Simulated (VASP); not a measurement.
Input of a VASP 6.6.1 run:

The input INCAR:

```
ALGO     = Normal         # electronic algorithm
EDIFF    = 1E-6           # SCF threshold, eV
ENCUT    = 520            # plane-wave cutoff, eV
GGA      = PS             # functional
ISIF     = 2              # what is computed and relaxed
ISMEAR   = 0              # smearing method
LASPH    = T              # aspherical terms in the spheres
LCHARG   = F              # write CHGCAR
LREAL    = F              # projectors in reciprocal space
LWAVE    = F              # write WAVECAR
NBANDS   = 12             # bands
NELM     = 100            # most SCF steps
PREC     = Accurate       # precision mode
SIGMA    = 0.15           # smearing width, eV
```

Contents of KPOINTS:

```
k-points
0
Gamma
  20 20 20
```

Contents of POSCAR:

```
Ti
1.0
    0.0000000000      1.9285000000      2.0300000000
    1.9285000000      0.0000000000      2.0300000000
    1.9285000000      1.9285000000      0.0000000000
Ti
1
Direct
    0.0000000000      0.0000000000      0.0000000000
```

Potentials or basis: VASP PAW PBE potentials, release 64 (Ti_sv).

The run is started by

```bash
$ cat potpaw_PBE.64/Ti_sv/POTCAR > POTCAR
$ mpirun -np 1 vasp_std > vasp.out
```

(1) Estimate the pressure.

(2) Estimate the band gap on the k mesh.

## Answers

(1) 13.0 GPa.

(2) zero (bands 6 and 7 overlap by 1.37 eV).

Caveat: the cell differs from its parent crystal (strain -0.050 along x and y, +0.000 along z); the cell stands under pressure; the PAW data sets were made with another functional, which shifts forces and pressure a little.
